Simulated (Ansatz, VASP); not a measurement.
**Mo in VASP and in Ansatz**

Contents of POSCAR:

```
Mo
1.0
    3.3394561096      0.0000000000      0.0000000000
    0.0000000000      3.3394561096      0.0000000000
    0.0000000000      0.0000000000      3.3394561096
Mo
2
Direct
    0.0000000000      0.0000000000      0.0000000000
    0.5000000000      0.5000000000      0.5000000000
```

File INCAR.step1:

```
SYSTEM = Mo
PREC = Accurate
ENCUT = 520
ISMEAR = 0
SIGMA = 0.1
LREAL = .FALSE.
LASPH = .TRUE.
NELM = 80
NBANDS = 21
GGA = PE
ALGO = Normal
EDIFF = 1E-4
LWAVE = .TRUE.
LCHARG = .FALSE.
```

File INCAR.step2:

```
SYSTEM = Mo
PREC = Accurate
ENCUT = 520
EDIFF = 1E-7
ISMEAR = 0
SIGMA = 0.1
LREAL = .FALSE.
LASPH = .TRUE.
NELM = 80
ALGO = Normal
ISIF = 2
LWAVE = .FALSE.
LCHARG = .FALSE.
METAGGA = R2SCAN
LMIXTAU = .TRUE.
NBANDS = 21
ISTART = 1
```

The input KPOINTS:

```
Automatic mesh
0
G
  16 16 16
  0 0 0
```

Input for Ansatz:

```yaml
crystal:
  lattice:
    - [3.3394561096, 0.0, 0.0]
    - [0.0, 3.3394561096, 0.0]
    - [0.0, 0.0, 3.3394561096]
  atoms:
    - { symbol: Mo, position: [0.0, 0.0, 0.0] }
    - { symbol: Mo, position: [0.5, 0.5, 0.5] }
basis:
  ecutwfc: 500
kpoints:
  mp_grid: { grid: [16, 16, 16] }
hamiltonian:
  xc: r2scan
scf:
  occupations: { method: gaussian, width: 0.1 }
output:
  forces: true
  stress: true
  eigenvalues: true
```

Change from the starting cell: equal strain along all axes, cell held, atoms relaxed: +6.0 %.

Alike in both runs: task single point; functional r2SCAN; k mesh 16 × 16 × 16; occupations gaussian, width 0.1 eV; no spin polarisation.

```csv
,VASP,Ansatz
version,VASP 6.6.1,Ansatz 0.2.0
potentials or method,"VASP PAW PBE potentials, release 64 (Mo_sv), cutoff 520 eV","scalar-relativistic, plane waves, PAW"
valence electrons in the cell,28,28
```

```csv
,VASP,Ansatz,Ansatz less VASP
gap on the k mesh at the Fermi level (eV),none,none,-
pressure (GPa),-32.2,-32.8,-0.51
```

VASP's potentials were made for PBE, not for r2SCAN. A gap of «none» marks a metal or a gap that the smearing closes. Both programs put the cell under strong tension, so it lies far from rest at this level.

Noted on VASP's run: the cell as given lies far from equilibrium.
